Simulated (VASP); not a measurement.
# BN (P6_3/mmc) in VASP: further runs

The runs below take BN through relaxation of cell and atoms, with LDA.

Everything below comes from runs of VASP 6.6.1. Logs are shortened: lines on timing, memory, paths and dates and some standing lists are left out, and cuts for length are marked.

### Step 1. The cell of the first run

It takes space group P6_3/mmc (No. 194, hexagonal). The conventional cell has a = 2.471 Å, b = 2.471 Å, c = 5.548 Å, α = 90.00°, β = 90.00°, γ = 120.00°. Within 1.9 Å of B (site symmetry -6m2) lie 3 N at 1.43 Å. N (site symmetry -6m2) has 3 B at 1.43 Å within 1.9 Å.

### Step 2. Relaxation of cell and atoms, LDA, target pressure 22 GPa, at which the enthalpy is minimised

The input, INCAR:

```
PREC = Accurate
ENCUT = 600
EDIFF = 1E-6
ISMEAR = 0
SIGMA = 0.01
LREAL = False
LASPH = True
NELM = 60
ALGO = Normal
ISIF = 3
LWAVE = False
LCHARG = False
GGA = CA
IBRION = 2
NSW = 80
EDIFFG = -0.001
PSTRESS = 220.0
```

The input, KPOINTS:

```
regular mesh
0
Gamma
  12 12 4
```

The input, POSCAR:

```
BN
1.0
    2.4711133204      0.0000000000      0.0000000000
   -1.2355566602      2.1400469111      0.0000000000
    0.0000000000      0.0000000000      5.5479929763
B N
2 2
Direct
    0.3333333333      0.6666666667      0.2500000000
    0.6666666667      0.3333333333      0.7500000000
    0.3333333333      0.6666666667      0.7500000000
    0.6666666667      0.3333333333      0.2500000000
```

Potentials or basis: VASP PAW LDA potentials, release 64 (B, N).

The run is started by

```console
> cat potpaw_LDA.64/B/POTCAR potpaw_LDA.64/N/POTCAR > POTCAR
> mpirun -np 1 vasp_std > vasp.out
```

OUTCAR:

```text
PREC = Accurate
   ENCUT = 600
   EDIFF = 1E-6
   ISMEAR = 0
   LREAL = False
   LASPH = True
   NELM = 60
   ISIF = 3
   GGA = CA
   IBRION = 2
   NSW = 80
   EDIFFG = -0.001
   PSTRESS = 220.0

 ion  position               nearest neighbor table
   1  0.333  0.667  0.250-   4 1.43   4 1.43   4 1.43
   2  0.667  0.333  0.750-   3 1.43   3 1.43   3 1.43
   3  0.333  0.667  0.750-   2 1.43   2 1.43   2 1.43
   4  0.667  0.333  0.250-   1 1.43   1 1.43   1 1.43

  LATTYP: Found a hexagonal cell.
 ALAT       =     2.4711133204
 C/A-ratio  =     2.2451390353

  Lattice vectors:

 A1 = (   2.4711133204,   0.0000000000,   0.0000000000)
 A2 = (  -1.2355566602,   2.1400469111,   0.0000000000)
 A3 = (   0.0000000000,   0.0000000000,   5.5479929763)

Analysis of symmetry for initial positions (statically):
=====================================================================
 Subroutine PRICEL returns:
 Original cell was already a primitive cell.

 Routine SETGRP: Setting up the symmetry group for a
 hexagonal supercell.

 Subroutine GETGRP returns: Found 24 space group operations
 (whereof 12 operations were pure point group operations)
 out of a pool of 24 trial point group operations.

The static configuration has the point symmetry D_3d.
 The point group associated with its full space group is D_6h.

Analysis of symmetry for dynamics (positions and initial velocities):
=====================================================================
 Subroutine PRICEL returns:
 Original cell was already a primitive cell.

 Routine SETGRP: Setting up the symmetry group for a
 hexagonal supercell.

 Subroutine GETGRP returns: Found 24 space group operations
 (whereof 12 operations were pure point group operations)
 out of a pool of 24 trial point group operations.

The dynamic configuration has the point symmetry D_3d.
 The point group associated with its full space group is D_6h.

 Subroutine INISYM returns: Found 24 space group operations
 (whereof 12 operations are pure point group operations),
 and found     1 'primitive' translations

----------------------------------------------------------------------------------------

                                     Primitive cell

  volume of cell :      29.3394

  direct lattice vectors                    reciprocal lattice vectors
     2.471113320  0.000000000  0.000000000     0.404675897  0.233639738  0.000000000
    -1.235556660  2.140046911  0.000000000     0.000000000  0.467279476  0.000000000
     0.000000000  0.000000000  5.547992976     0.000000000  0.000000000  0.180245362

  length of vectors
     2.471113320  2.471113320  5.547992976     0.467279476  0.467279476  0.180245362

  position of ions in fractional coordinates (direct lattice)
     0.333333333  0.666666667  0.250000000
     0.666666667  0.333333333  0.750000000
     0.333333333  0.666666667  0.750000000
     0.666666667  0.333333333  0.250000000

  ion indices of the primitive-cell ions
   primitive index   ion index
                 1           1
                 2           2
                 3           3
                 4           4

----------------------------------------------------------------------------------------

 KPOINTS: regular mesh

Automatic generation of k-mesh.
 Grid dimensions read from file:
 generate k-points for:   12   12    4

 Generating k-lattice:

  Cartesian coordinates                     Fractional coordinates (reciprocal lattice)
     0.033722991  0.019469978  0.000000000     0.083333333 -0.000000000  0.000000000
     0.000000000  0.038939956  0.000000000     0.000000000  0.083333333  0.000000000
     0.000000000  0.000000000  0.045061340     0.000000000  0.000000000  0.250000000

  Length of vectors
     0.038939956  0.038939956  0.045061340

  Shift w.r.t. Gamma in fractional coordinates (k-lattice)
     0.000000000  0.000000000  0.000000000

 Subroutine IBZKPT returns following result:
 ===========================================

 Found     57 irreducible k-points:

 Following reciprocal coordinates:
            Coordinates               Weight
  0.000000  0.000000  0.000000      1.000000
  0.083333 -0.000000  0.000000      6.000000
  0.166667 -0.000000  0.000000      6.000000
  0.250000 -0.000000  0.000000      6.000000
  0.333333 -0.000000  0.000000      6.000000
  0.416667  0.000000  0.000000      6.000000
[... 16 lines left out ...]
  0.250000 -0.000000  0.250000     12.000000
  0.333333 -0.000000  0.250000     12.000000
 [... further k-points ...]
   k-points           NKPTS =     57   k-points in BZ     NKDIM =     57   number of bands    NBANDS=     12
   number of dos      NEDOS =    301   number of ions     NIONS =      4
   total plane-waves  NPLWV =  19200
   dimension x,y,z NGX =    20 NGY =   20 NGZ =   48
   dimension x,y,z NGXF=    40 NGYF=   40 NGZF=   96
   ions per type =               2   2
   NGX,Y,Z   is equivalent  to a cutoff of  13.46, 13.46, 14.38 a.u.
   NGXF,Y,Z  is equivalent  to a cutoff of  26.91, 26.91, 28.77 a.u.
 SYSTEM =  unknown system
   PREC   = accura    normal or accurate (medium, high low for compatibility)
   ISTART =      0    job   : 0-new  1-cont  2-samecut
   ICHARG =      2    charge: 1-file 2-atom 10-const
   ISPIN  =      1    spin polarized calculation?
   LNONCOLLINEAR =      F non collinear calculations
   LSORBIT =      F    spin-orbit coupling
   LASPH  =      T    aspherical Exc in radial PAW
   ENCUT  =  600.0 eV  44.10 Ry    6.64 a.u.   4.94  4.94 11.08*2*pi/ulx,y,z
   NELM   =     60;   NELMIN=  2; NELMDL= -5     # of ELM steps
   EDIFF  = 0.1E-05   stopping-criterion for ELM
   LREAL  =      F    real-space projection
   EDIFFG = -.1E-02   stopping-criterion for IOM
   NSW    =     80    number of steps for IOM
   IBRION =      2    ionic relax: 0-MD 1-quasi-New 2-CG
   NFREE  =      1    steps in history (QN), initial steepest desc. (CG)
   ISIF   =      3    stress and relaxation
   ISYM   =      2    0-nonsym 1-usesym 2-fastsym
   POTIM  = 0.5000    time-step for ionic-motion
   TEBEG  =    0.0;   TEEND  =   0.0 temperature during run
   PSTRESS=  220.0 pullay stress
   NELECT =      16.0000    total number of electrons
   NUPDOWN=      -1.0000    fix difference up-down
   EMIN   =  10.00;   EMAX   =-10.00  energy-range for DOS
   EFERMI =   0.00;   METHOD = LEGACY
   ISMEAR =     0;   SIGMA  =   0.01  broadening in eV -4-tet -1-fermi 0-gaus
   EFERMI_NEDOS =   21; number of points for ismear=-14 and -15
   IALGO  =     38    algorithm
   IMIX   =      4    mixing-type and parameters
     AMIX     =   0.40;   BMIX     =  1.00
     AMIX_MAG =   1.60;   BMIX_MAG =  1.00
  volume/ion in A,a.u.               =       7.33        49.50
  Fermi-wavevector in a.u.,A,eV,Ry     =   1.337512  2.527530 24.339967  1.788937
  Thomas-Fermi vector in A             =   2.466054
   LORBIT       =      0    0 simple, 1 ext, 2 COOP (PROOUT), +10 PAW based schemes
   GGA     = CA    functional components
   LHFCALC =     F    Hartree Fock is set to
   AEXX    =    0.0000 exact exchange contribution
   IVDW    =     0    specifies the selected vdW correction
   LEPSILON=     F    determine dielectric tensor
   LRPA    =     F    only Hartree local field effects (RPA)
 conjugate gradient relaxation of ions
 non-spin polarized calculation
 Gauss-broadening in eV      SIGMA  =   0.01
  energy-cutoff  :      600.00
  volume of cell :       29.34
 maximum number of plane-waves:      1002
 NGX is ok and might be reduce to    20
   NGX =  9   NGY =  9   NGZ = 23

--------------------------------------- Ionic step        1  -------------------------------------------

 number of electron      15.9999999 magnetization

 Free energy of the ion-electron system (eV)
  ---------------------------------------------------
  ext. energy  EPLUGINS =         0.00000000
  ---------------------------------------------------
  free energy    TOTEN  =       -38.43906032 eV

  energy without entropy =      -38.43906032  energy(sigma->0) =      -38.43906032

------------------------ aborting loop because EDIFF is reached ----------------------------------------

  FORCE on cell =-STRESS in cart. coord.  units (eV):
  Direction    XX          YY          ZZ          XY          YZ          ZX
  --------------------------------------------------------------------------------------
  -------------------------------------------------------------------------------------
  Total        2.1396502      2.1396502      1.9629974      0.0000000      0.0000000      0.0000000
  in kB      116.8426774    116.8426774    107.1959669      0.0000000      0.0000000      0.0000000
  external PRESSURE =    -106.3728928 kB  Pullay stress =     220.0000000 kB
[... 103 lines left out ...]
  energy  without entropy=      -38.3458097340  energy(sigma->0) =      -38.34580973

  enthalpy is  TOTEN    =       -34.4414106648 eV   P V=        3.9043990692

[... ionic steps 4 to 9 ...]

--------------------------------------- Ionic step       10  -------------------------------------------

 number of electron      15.9999999 magnetization

------------------------ aborting loop because EDIFF is reached ----------------------------------------
[... 75 lines left out ...]
--------------------------------------- Ionic step       12  -------------------------------------------

 number of electron      15.9999999 magnetization

 Free energy of the ion-electron system (eV)
  ---------------------------------------------------
  ext. energy  EPLUGINS =         0.00000000
  ---------------------------------------------------
  free energy    TOTEN  =       -38.20960998 eV

  energy without entropy =      -38.20960998  energy(sigma->0) =      -38.20960998

 E-fermi :   5.3711     XC(G=0): -12.1911

 val. band max:        5.2314665645   @ k =   0.2500   0.2500   0.0000
 cond. band min:       8.9166476077   @ k =   0.5000  -0.0000   0.2500
 fundamental gap:      3.6851810432
 Fermi energy:         5.3711202140

 k-point     1 :       0.0000    0.0000    0.0000
  band No.  band energies     occupation
      1     -13.7552      2.00000
      2     -12.1641      2.00000
      3      -3.3466      2.00000
      4       2.8127      2.00000
      5       3.4367      2.00000
      6       3.4367      2.00000
      7       3.7608      2.00000
      8       3.7608      2.00000
      9      12.7985      0.00000
     10      16.3765      0.00000
     11      16.3765      0.00000
     12      17.0975      0.00000
[... 331 lines left out ...]
 k-point    24 :       0.3333   -0.0000    0.2500
  band No.  band energies     occupation
      1     -11.3828      2.00000
      2     -10.5359      2.00000
      3      -2.3961      2.00000
      4      -1.9219      2.00000
      5       0.4083      2.00000
      6       1.0427      2.00000
      7       1.3751      2.00000
      8       3.9692      2.00000
      9      11.2006      0.00000
     10      13.5856      0.00000
     11      15.2187      0.00000
     12      15.6454      0.00000

 [... further k-points ...]
[... 5 lines left out ...]
  --------------------------------------------------------------------------------------
  -------------------------------------------------------------------------------------
  Total        3.7080566      3.7080566      3.7110114      0.0000000      0.0000000      0.0000000
  in kB      219.7702927    219.7702927    219.9454174      0.0000000      0.0000000      0.0000000
  external PRESSURE =      -0.1713324 kB  Pullay stress =     220.0000000 kB
[... 23 lines left out ...]
  energy  without entropy=      -38.2096099774  energy(sigma->0) =      -38.20960998

  enthalpy is  TOTEN    =       -34.4976776345 eV   P V=        3.7119323429

 reached required accuracy - stopping structural energy minimisation
```

Wall time 53 s (1 thread of Intel Xeon 6975P-C (Granite Rapids), shared host); peak memory 0.14 GiB.

Results:

* Free energy: -38.2096 eV
* Relaxed volume: 6.76 Å³/atom
* Relaxed cell: a = 2.459 Å, b = 2.459 Å, c = 5.163 Å, α = 90.00°, β = 90.00°, γ = 120.00°
* Space group after relaxing (to 0.1 Å): P6_3/mmc (No. 194)
* Energy change on relaxing (the run minimises the enthalpy): +57.4 meV/atom
* Ionic steps: 12
* Pressure after relaxing: 22.0 GPa
* Band gap on the k mesh: 3.69 eV (least direct gap 4.20 eV)

Step by step:
```
step  energy change (eV)  largest force (eV/Å)  pressure (GPa)  volume (Å³)
   1              0.0000                0.0000           11.36        29.34
   2              0.2969                0.0000           37.76        27.32
   3              0.0933                0.0000           22.19        28.43
   4              0.1416                0.0000           22.18        27.81
   5              0.2142                0.0000           22.52        27.15
   6              0.2364                0.0000           22.66        26.98
   7              0.2324                0.0000           22.61        27.01
   8              0.2117                0.0000           20.31        27.17
   9              0.2265                0.0000           21.99        27.05
  10              0.2278                0.0000           21.98        27.04
  11              0.2300                0.0000           21.99        27.03
  12              0.2295                0.0000           21.98        27.03
```

Final structure:
```
B N
1.0
     2.45881    0.00000    0.00000
    -1.22941    2.12939    0.00000
     0.00000    0.00000    5.16305
B N
2 2
Direct
  0.33333 0.66667 0.25000
  0.66667 0.33333 0.75000
  0.33333 0.66667 0.75000
  0.66667 0.33333 0.25000
```

Caveat: the cell is relaxed towards a set pressure, so the run minimises the enthalpy, not the energy.

(Part 1 of 2 ends here.)
